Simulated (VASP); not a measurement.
Set up this calculation in VASP 6.6.1, as the native input.

```
Task                   : single point
Functional             : LDA
Potentials or basis    : VASP PAW LDA potentials, release 64 (Al, N)
Cutoff                 : 520 eV
k mesh                 : 7 × 7 × 4
Occupations            : gaussian, width 0.01 eV
Spin                   : no spin polarisation
Dipole correction      : no
Further INCAR settings : ALGO = Normal; EDIFF = 1e-06; NBANDS = 16
```

The structure of AlN lies in POSCAR:

```
AlN
1.0
    3.1539652241      0.0000000000      0.0000000000
   -1.5769826120      2.7314139237      0.0000000000
    0.0000000000      0.0000000000      5.0465469904
Al N
2 2
Direct
    0.3333333333      0.6666666667      0.0000000000
    0.6666666667      0.3333333333      0.5000000000
    0.3333333333      0.6666666667      0.3800000000
    0.6666666667      0.3333333333      0.8800000000
```

The input as run:

INCAR

```
SYSTEM = AlN
  PREC = Accurate
  ENCUT = 520
  EDIFF = 1E-6
  ISMEAR = 0
  SIGMA = 0.01
  LREAL = .False.
  LASPH = .True.
  NELM = 60
  ALGO = Normal
  ISIF = 2
  LWAVE = .False.
  LCHARG = .True.
  GGA = CA
  LELF = .True.
  LVHAR = .True.
  NBANDS = 16
```

KPOINTS

```
Automatic mesh
0
Gamma
  7 7 4
  0 0 0
```

Potentials or basis: VASP PAW LDA potentials, release 64 (Al, N).

The run is started by

```console
$ cat potpaw_LDA.64/Al/POTCAR potpaw_LDA.64/N/POTCAR > POTCAR
$ mpirun -np 1 vasp_std > vasp.out
```

Results of the run:

The pressure is -11.2 GPa and the largest force is 0.092 eV/Å. The band gap on the k mesh is 3.90 eV, direct.

It took 7.8 s on 1 thread of AMD EPYC 9R45 96-Core Processor (Zen 5), on a shared host, peak memory 0.11 GiB.
